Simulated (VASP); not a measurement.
Ge: single point with LDA

Ge:

```
Ge
1.0
     1.39715   -2.60052    0.00000
     1.39715    2.60052    0.00000
     0.00000    0.00000    2.69823
Ge
1
Direct
  0.50000 0.50000 0.00000
```

```json
{
  "Program": "VASP 6.6.1",
  "Task": "single point",
  "Functional": "LDA",
  "Potentials or basis": "VASP PAW LDA potentials, release 64 (Ge_d)",
  "Cutoff": "520 eV",
  "k mesh": "11 × 11 × 10",
  "Occupations": "fermi-dirac, width 0.05 eV",
  "Spin": "no spin polarisation",
  "Dipole correction": "no",
  "Further INCAR settings": "ALGO = Normal; EDIFF = 1e-06; NBANDS = 13"
}
```

The pressure is -5.7 GPa and the band gap on the k mesh is zero (band 7 reaches 12.54 eV, above the bottom of band 8 at 3.56 eV).

Stress tensor (GPa, compression positive):
```
-4.43  0.00  0.00
 0.00 -7.34  0.00
 0.00  0.00 -5.39
```

Levels at points of the mesh, in eV from the Fermi level:
```csv
k point,band 4,band 5,band 6,band 7,band 8,band 9,band 10,band 11
"(0.00, 0.00, 0.00)",-24.57,-24.55,-12.82,6.64,7.07,8.57,10.30,12.58
"(0.00, 0.00, 0.50)",-24.61,-24.58,-9.09,-5.60,9.84,11.33,16.12,16.18
```

Run time: 18 s on 1 thread of AMD EPYC 9R45 96-Core Processor (Zen 5) (shared host), peak memory 0.13 GiB.
